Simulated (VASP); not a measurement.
# SmTa3Cl2 (I-4m2) in VASP: single point with PBE

Aim: the single point of SmTa3Cl2 with PBE.

Everything below comes from runs of VASP 6.6.1. Logs are shortened: lines on timing, memory, paths and dates and some standing lists are left out, and cuts for length are marked.

## Step 1: The cell of the first run

It takes space group I-4m2 (No. 119, tetragonal). Conventional cell: a = 5.024 Å, b = 5.024 Å, c = 11.245 Å, α = 90.00°, β = 90.00°, γ = 90.00°. Within 3.8 Å of Sm (site symmetry -4m2) lie 8 Ta at 2.92 to 3.55 Å and 2 Cl at 3.02 Å. Within 3.4 Å of Ta (site symmetry -4m2) lie 2 Cl at 2.60 Å and 4 Ta at 2.92 Å. Ta (site symmetry 2mm) has 3 Ta at 2.64 to 2.92 Å and 4 Cl at 2.75 to 2.94 Å and 2 Sm at 2.92 Å within 3.5 Å. Within 3.4 Å of Cl (site symmetry 2mm) lie 5 Ta at 2.60 to 2.94 Å and 1 Sm at 3.02 Å.

The cell was built from a structure type or drawn by symmetry, and may not be a known phase.

## Step 2: Single point, PBE

Input file INCAR:

```
ALGO     = Normal         # electronic algorithm
EDIFF    = 1E-6           # SCF threshold, eV
ENCUT    = 500            # plane-wave cutoff, eV
GGA      = PE             # functional
GGA_COMPAT= False        
ISIF     = 2              # what is computed and relaxed
ISMEAR   = 0              # smearing method
LASPH    = True           # aspherical terms in the spheres
LCHARG   = False          # write CHGCAR
LMAXMIX  = 6              # l up to which the mixer works
LREAL    = False          # projectors in reciprocal space
LWAVE    = False          # write WAVECAR
NBANDS   = 38             # bands
NELM     = 200            # most SCF steps
PREC     = Accurate       # precision mode
SIGMA    = 0.2            # smearing width, eV
```

Input file KPOINTS:

```
k-points
0
Gamma
  4 4 4
```

Input file POSCAR:

```
SmTa3Cl2
1.0
   -2.5119469931      2.5119469931      5.6223562004
    2.5119469931     -2.5119469931      5.6223562004
    2.5119469931      2.5119469931     -5.6223562004
Sm Ta Cl
1 3 2
Direct
    0.0000000000      0.0000000000      0.0000000000
    0.5000000000      0.5000000000      0.0000000000
    0.8672144461      0.3672144461      0.5000000000
    0.6327855539      0.1327855539      0.5000000000
    0.7315319493      0.7315319493      0.0000000000
    0.2684680507      0.2684680507      0.0000000000
```

Potentials or basis: VASP PAW PBE potentials, release 64 (Sm_3, Ta_pv, Cl), 4f in core.

The run is started by

```bash
cat potpaw_PBE.64/Sm_3/POTCAR potpaw_PBE.64/Ta_pv/POTCAR potpaw_PBE.64/Cl/POTCAR > POTCAR
mpirun -np 1 vasp_std > vasp.out
```

OUTCAR:

```text
EDIFF = 1E-6
   ENCUT = 500
   GGA = PE
   ISIF = 2
   ISMEAR = 0
   LASPH = True
   LREAL = False
   NELM = 200
   PREC = Accurate

 ion  position               nearest neighbor table
   1  0.000  0.000  0.000-   4 2.92   3 2.92   4 2.92   3 2.92   5 3.02   6 3.02   2 3.55   2 3.55
                             2 3.55   2 3.55
   2  0.500  0.500  0.000-   5 2.60   6 2.60   4 2.92   3 2.92   4 2.92   3 2.92   1 3.55   1 3.55
                             1 3.55   1 3.55
   3  0.867  0.367  0.500-   4 2.64   6 2.75   6 2.75   1 2.92   1 2.92   2 2.92   2 2.92   5 2.94
                             5 2.94
   4  0.633  0.133  0.500-   3 2.64   5 2.75   5 2.75   1 2.92   2 2.92   2 2.92   1 2.92   6 2.94
                             6 2.94
   5  0.732  0.732  0.000-   2 2.60   4 2.75   4 2.75   3 2.94   3 2.94   1 3.02
   6  0.268  0.268  0.000-   2 2.60   3 2.75   3 2.75   4 2.94   4 2.94   1 3.02

  LATTYP: Found a body centered tetragonal cell.
 ALAT       =     5.0238939862
 C/A-ratio  =     2.2382463547

  Lattice vectors:

 A1 = (  -2.5119469931,   2.5119469931,   5.6223562004)
 A2 = (   2.5119469931,  -2.5119469931,   5.6223562004)
 A3 = (   2.5119469931,   2.5119469931,  -5.6223562004)

Analysis of symmetry for initial positions (statically):
=====================================================================
 Subroutine PRICEL returns:
 Original cell was already a primitive cell.

 Routine SETGRP: Setting up the symmetry group for a
 body centered tetragonal supercell.

 Subroutine GETGRP returns: Found  8 space group operations
 (whereof  8 operations were pure point group operations)
 out of a pool of 16 trial point group operations.

The static configuration has the point symmetry D_2d.

Analysis of symmetry for dynamics (positions and initial velocities):
=====================================================================
 Subroutine PRICEL returns:
 Original cell was already a primitive cell.

 Routine SETGRP: Setting up the symmetry group for a
 body centered tetragonal supercell.

 Subroutine GETGRP returns: Found  8 space group operations
 (whereof  8 operations were pure point group operations)
 out of a pool of 16 trial point group operations.

The dynamic configuration has the point symmetry D_2d.

 Subroutine INISYM returns: Found  8 space group operations
 (whereof  8 operations are pure point group operations),
 and found     1 'primitive' translations

[... 92 lines left out ...]
   EDIFFG = 0.1E-04   stopping-criterion for IOM
   NSW    =      0    number of steps for IOM
   IBRION =     -1    ionic relax: 0-MD 1-quasi-New 2-CG
   NFREE  =      0    steps in history (QN), initial steepest desc. (CG)
   ISIF   =      2    stress and relaxation
   ISYM   =      2    0-nonsym 1-usesym 2-fastsym
   POTIM  = 0.5000    time-step for ionic-motion
   TEBEG  =    0.0;   TEEND  =   0.0 temperature during run
   PSTRESS=    0.0 pullay stress
   NELECT =      58.0000    total number of electrons
   NUPDOWN=      -1.0000    fix difference up-down
   EMIN   =  10.00;   EMAX   =-10.00  energy-range for DOS
   EFERMI =   0.00;   METHOD = LEGACY
   ISMEAR =     0;   SIGMA  =   0.20  broadening in eV -4-tet -1-fermi 0-gaus
   EFERMI_NEDOS =   21; number of points for ismear=-14 and -15
   IALGO  =     38    algorithm
   IMIX   =      4    mixing-type and parameters
     AMIX     =   0.40;   BMIX     =  1.00
     AMIX_MAG =   1.60;   BMIX_MAG =  1.00
  volume/ion in A,a.u.               =      23.65       159.60
  Fermi-wavevector in a.u.,A,eV,Ry     =   1.214929  2.295884 20.082929  1.476054
  Thomas-Fermi vector in A             =   2.350333
   LORBIT       =      0    0 simple, 1 ext, 2 COOP (PROOUT), +10 PAW based schemes
   GGA     = PE    functional components
   LHFCALC =     F    Hartree Fock is set to
   AEXX    =    0.0000 exact exchange contribution
   IVDW    =     0    specifies the selected vdW correction
   LEPSILON=     F    determine dielectric tensor
   LRPA    =     F    only Hartree local field effects (RPA)
 non-spin polarized calculation
 Gauss-broadening in eV      SIGMA  =   0.20
  energy-cutoff  :      500.00
  volume of cell :      141.91
 maximum number of plane-waves:      3616
 NGX is ok and might be reduce to    50
   NGX = 25   NGY = 25   NGZ = 25

 number of electron      58.0000000 magnetization

 Free energy of the ion-electron system (eV)
  ---------------------------------------------------
  ext. energy  EPLUGINS =         0.00000000
  ---------------------------------------------------
  free energy    TOTEN  =       -40.14441007 eV

  energy without entropy =      -39.99067049  energy(sigma->0) =      -40.06754028

 E-fermi :   4.1995     XC(G=0): -10.2534

 val. band max:        4.1902685198   @ k =  -0.2500   0.2500   0.0000
 cond. band min:       4.2038075508   @ k =   0.2500   0.2500   0.0000
 fundamental gap:      0.0135390310
 Fermi energy:         4.1995295748

 k-point     1 :       0.0000    0.0000    0.0000
  band No.  band energies     occupation
      1     -36.1154      2.00000
      2     -30.4872      2.00000
      3     -30.3787      2.00000
      4     -30.3254      2.00000
      5     -30.3254      2.00000
      6     -30.2761      2.00000
[... 522 lines left out ...]
     37       7.3184      0.00000
     38       7.4736      0.00000

------------------------ aborting loop because EDIFF is reached ----------------------------------------

  FORCE on cell =-STRESS in cart. coord.  units (eV):
  Direction    XX          YY          ZZ          XY          YZ          ZX
  --------------------------------------------------------------------------------------
  -------------------------------------------------------------------------------------
  Total        0.1791469      0.1791469      0.7302333      0.0000000      0.0000000      0.0000000
  in kB        2.0226490      2.0226490      8.2446637      0.0000000      0.0000000      0.0000000
  external PRESSURE =       4.0966539 kB  Pullay stress =       0.0000000 kB

 VOLUME and BASIS-vectors are now :
 -----------------------------------------------------------------------------
  energy-cutoff  :      500.00
  volume of cell :      141.91
      direct lattice vectors                 reciprocal lattice vectors
    -2.511946993  2.511946993  5.622356200     0.000000000  0.199048786  0.088930687
     2.511946993 -2.511946993  5.622356200     0.199048786  0.000000000  0.088930687
     2.511946993  2.511946993 -5.622356200     0.199048786  0.199048786  0.000000000

 POSITION                                       TOTAL-FORCE (eV/Angst)
 -----------------------------------------------------------------------------------
      0.00000      0.00000      0.00000         0.000000     -0.000000     -0.000000
      0.00000      0.00000      5.62236         0.000000     -0.000000     -0.000000
     -0.00000      2.51195      4.12922         0.000000     -0.000000      0.046648
      0.00000      2.51195      1.49314         0.000000     -0.000000     -0.046648
      0.00000      0.00000      8.22587        -0.000000      0.000000      0.030822
      0.00000      0.00000      3.01885        -0.000000      0.000000     -0.030822
 -----------------------------------------------------------------------------------
    total drift:                               -0.000000      0.000000      0.000000

  FREE ENERGIE OF THE ION-ELECTRON SYSTEM (eV)
  ---------------------------------------------------
  free  energy   TOTEN  =       -40.1444100724 eV

  energy  without entropy=      -39.9906704912  energy(sigma->0) =      -40.06754028
```

OSZICAR:

```text
N       E                     dE             d eps       ncg     rms          rms(c)
DAV:   1     0.525293033872E+03    0.52529E+03   -0.29301E+04   988   0.141E+03
DAV:   2    -0.107232745058E+02   -0.53602E+03   -0.52344E+03  1098   0.395E+02
DAV:   3    -0.417421262965E+02   -0.31019E+02   -0.30244E+02  1322   0.837E+01
DAV:   4    -0.426321944029E+02   -0.89007E+00   -0.88322E+00  1224   0.136E+01
DAV:   5    -0.426563164385E+02   -0.24122E-01   -0.24082E-01  1280   0.213E+00    0.196E+01
DAV:   6    -0.406499095545E+02    0.20064E+01   -0.20944E+01  1250   0.140E+01    0.112E+01
DAV:   7    -0.402972363543E+02    0.35267E+00   -0.35362E+00  1226   0.798E+00    0.752E+00
DAV:   8    -0.402790841658E+02    0.18152E-01   -0.19173E+00  1328   0.680E+00    0.387E+00
DAV:   9    -0.401488116088E+02    0.13027E+00   -0.83043E-01  1298   0.359E+00    0.910E-01
DAV:  10    -0.401444188319E+02    0.43928E-02   -0.90975E-02  1282   0.116E+00    0.385E-01
DAV:  11    -0.401440366491E+02    0.38218E-03   -0.68519E-03  1260   0.352E-01    0.914E-02
DAV:  12    -0.401442569424E+02   -0.22029E-03   -0.67606E-04  1304   0.123E-01    0.365E-02
DAV:  13    -0.401443910340E+02   -0.13409E-03   -0.17272E-04  1180   0.596E-02    0.971E-03
DAV:  14    -0.401444070284E+02   -0.15994E-04   -0.20034E-05  1050   0.192E-02    0.609E-03
DAV:  15    -0.401444097467E+02   -0.27183E-05   -0.43821E-06   980   0.808E-03    0.205E-03
DAV:  16    -0.401444100724E+02   -0.32573E-06   -0.37295E-07   716   0.287E-03
   1 F= -.40144410E+02 E0= -.40067540E+02  d E =-.153740E+00
```

stdout:

```text
POSCAR found type information on POSCAR SmTaCl
 POSCAR found :  3 types and       6 ions
 scaLAPACK will be used
 LDA part: xc-table for (Slater+PW92), standard interpolation
 POSCAR, INCAR and KPOINTS ok, starting setup
 FFT: planning ... GRIDC
 FFT: planning ... GRID_SOFT
 FFT: planning ... GRID
 WAVECAR not read
 entering main loop
```

Wall time 2.8 min (1 thread of Intel Xeon 6975P-C (Granite Rapids), shared host); peak memory 0.38 GiB.

What came out:

| Quantity | Value |
| --- | --- |
| Free energy | -40.1444 eV |
| Pressure | 0.4 GPa |
| Largest force | 0.047 eV/Å |
| Band gap on the k mesh | zero (bands 29 and 30 overlap by 1.00 eV) |

Forces in eV/Å, atoms in the order of the input:
```
Sm   0.000  0.000  0.000
Ta   0.000  0.000  0.000
Ta   0.000  0.000  0.047
Ta   0.000  0.000 -0.047
Cl   0.000  0.000  0.031
Cl   0.000  0.000 -0.031
```

Stress tensor (GPa, compression positive):
```
0.20 0.00 0.00
0.00 0.20 0.00
0.00 0.00 0.82
```

Caveat: spin-orbit coupling is left out, which moves the levels of the heavy elements; the 4f electrons are frozen in the core, so they carry no moment and show no levels; the run has no spin polarisation, though such a crystal can be magnetic.
